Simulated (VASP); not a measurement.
TiAl, 2 atoms in the cell. It takes space group Pm-3m (No. 221, cubic). Conventional cell: a = 3.179 Å, b = 3.179 Å, c = 3.179 Å, α = 90.00°, β = 90.00°, γ = 90.00°. Within 3.6 Å of Ti (site symmetry m-3m) lie 8 Al at 2.75 Å and 6 Ti at 3.18 Å. Al (site symmetry m-3m) has 8 Ti at 2.75 Å and 6 Al at 3.18 Å within 3.6 Å. 

| Quantity | Value |
| --- | --- |
| Program | VASP 6.6.1 |
| Task | single point |
| Functional | HF |
| Potentials or basis | VASP PAW PBE potentials, release 64 (Ti_sv, Al) |
| Cutoff | 520 eV |
| k mesh | 4 × 4 × 4 |
| Occupations | fermi-dirac, width 0.05 eV |
| Spin | no spin polarisation |
| Dipole correction | no |
| Grid for exact exchange (PRECFOCK) | Normal |
| Further INCAR settings | ALGO = Normal; EDIFF = 1e-06; NBANDS = 14 |

Potentials or basis: VASP PAW PBE potentials, release 64 (Ti_sv, Al).

Command:

```sh
$ cat potpaw_PBE.64/Ti_sv/POTCAR potpaw_PBE.64/Al/POTCAR > POTCAR
$ cp INCAR.step1 INCAR
$ mpirun -np 1 vasp_std > vasp.out
$ cp INCAR.step2 INCAR
$ mpirun -np 1 vasp_std > vasp.out
```

Hardware: 1 thread of Intel(R) Xeon(R) 6975P-C (Granite Rapids), with other jobs on the host.

Task: How long does it take, and how much memory?

Result: Wall time 4.2 min on 1 thread of Intel(R) Xeon(R) 6975P-C (Granite Rapids), on a shared host, peak memory 0.14 GiB. Counts: k points 10.
